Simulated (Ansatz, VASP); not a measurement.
## Two plane-wave programs on InSb3

```
CELL_PARAMETERS angstrom
4.62039 0.00000 0.00000
0.00000 4.62039 0.00000
0.00000 0.00000 5.21642
ATOMIC_POSITIONS crystal
In 0.00000 0.00000 0.00000
Sb 0.50000 0.00000 0.50000
Sb 0.00000 0.50000 0.50000
Sb 0.50000 0.50000 0.00000
```

Alike in both runs: task single point; functional PBEsol; k mesh 10 × 10 × 10; occupations gaussian, width 0.15 eV; no spin polarisation.

|  | VASP | Ansatz |
| --- | --- | --- |
| version | VASP 6.6.1 | Ansatz 0.2.0 |
| potentials or method | VASP PAW PBE potentials, release 64 (In_d, Sb), cutoff 520 eV | scalar-relativistic, plane waves, PAW |
| valence electrons in the cell | 28 | 58 |

|  | VASP | Ansatz | Ansatz less VASP |
| --- | --- | --- | --- |
| gap on the k mesh at the Fermi level (eV) | none | none | - |
| pressure (GPa) | -2.7 | -2.7 | +0.02 |

VASP's potentials were made for PBE, not for PBEsol, and Ansatz warns of the same on its side. A gap of «none» marks a metal or a gap that the smearing closes. VASP's potentials hold 28 valence electrons a cell and Ansatz's 58, so a difference there can come from the potentials and not from the codes.

Neither program's run includes spin-orbit coupling.
